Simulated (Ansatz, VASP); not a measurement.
**GaN in VASP and in Ansatz**

```
Ga N
1.0
     3.20813    0.00000    0.00000
    -1.60407    2.77833    0.00000
     0.00000    0.00000    5.18500
Ga N
2 2
Direct
  0.33333 0.66667 0.99950
  0.66667 0.33333 0.49950
  0.33333 0.66667 0.37750
  0.66667 0.33333 0.87750
```

Alike in both runs: task single point; functional PBE; k mesh 8 × 8 × 5; occupations gaussian, width 0.03 eV; no spin polarisation.

|  | VASP | Ansatz |
| --- | --- | --- |
| version | VASP 6.6.1 | Ansatz 0.2.0 |
| potentials or method | VASP PAW PBE potentials, release 64 (Ga_d, N) | scalar-relativistic, plane waves, PAW |
| plane-wave cutoff (eV) | 520 | 420 |
| valence electrons in the cell | 36 | 36 |

|  | VASP | Ansatz | Ansatz less VASP |
| --- | --- | --- | --- |
| gap on the k mesh at the Fermi level (eV) | 1.85 | 1.85 | -0.006 |
| least direct gap on the mesh (eV) | 1.85 | 1.85 | -0.006 |
